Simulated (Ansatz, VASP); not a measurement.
# One calculation of CoCuSO, two programs

```
CELL_PARAMETERS angstrom
3.78062 0.00000 0.00000
0.00000 3.78062 0.00000
0.00000 0.00000 8.55162
ATOMIC_POSITIONS crystal
Cu 0.75000 0.25000 0.50000
Cu 0.25000 0.75000 0.50000
S 0.25000 0.25000 0.34420
S 0.75000 0.75000 0.65580
Co 0.25000 0.75000 0.00000
Co 0.75000 0.25000 0.00000
O 0.25000 0.25000 0.92560
O 0.75000 0.75000 0.07440
```

Alike in both runs: task single point; functional r2SCAN; k mesh 9 × 9 × 4; no spin polarisation.

|  | VASP | Ansatz |
| --- | --- | --- |
| version | VASP 6.6.1 | Ansatz 0.2.0 |
| potentials or method | VASP PAW PBE potentials, release 64 (Cu, S, Co, O), cutoff 520 eV | PAW plane waves |
| occupations | fermi-dirac, width 0.1 eV | fermi-dirac |
| valence electrons in the cell | 64 | 96 |

```tsv
	VASP	Ansatz	Ansatz less VASP
pressure (GPa)	-9.8	-9.9	-0.18
traceless stress, the component that is largest in VASP (GPa)	3.85	3.94	+0.088
rms of the force components (eV/Å)	0.464	0.481	+0.0161
```

VASP's potentials were made for PBE, not for r2SCAN. Atom by atom the forces differ by 0.016 eV/Å (rms over components). VASP's potentials hold 64 valence electrons a cell and Ansatz's 96, so a difference there can come from the potentials and not from the codes.
